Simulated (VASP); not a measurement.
Here is a VASP 6.6.1 calculation.

INCAR

```
SYSTEM = Li
PREC = Accurate
ENCUT = 520
EDIFF = 1E-7
ISMEAR = 1
SIGMA = 0.1
LREAL = .False.
LASPH = .True.
NELM = 100
ALGO = Fast
ISIF = 2
LWAVE = .False.
LCHARG = .False.
GGA = PS
NBANDS = 10
```

KPOINTS

```
regular mesh
0
Gamma
  20 20 20
  0 0 0
```

The input POSCAR:

```
Li
1.0
    3.4332067972      0.0000000000      0.0000000000
    0.0000000000      3.4332067972      0.0000000000
    0.0000000000      0.0000000000      3.4332067972
Li
2
Direct
    0.0000000000      0.0000000000      0.0000000000
    0.5000000000      0.5000000000      0.5000000000
```

Potentials or basis: VASP PAW PBE potentials, release 64 (Li_sv).

Run with:

```console
$ cat potpaw_PBE.64/Li_sv/POTCAR > POTCAR
$ mpirun -np 1 vasp_std > vasp.out
```

**Question.** Predict the band gap on the k mesh.

**Answer.** Zero (bands 3 and 4 overlap by 4.53 eV).
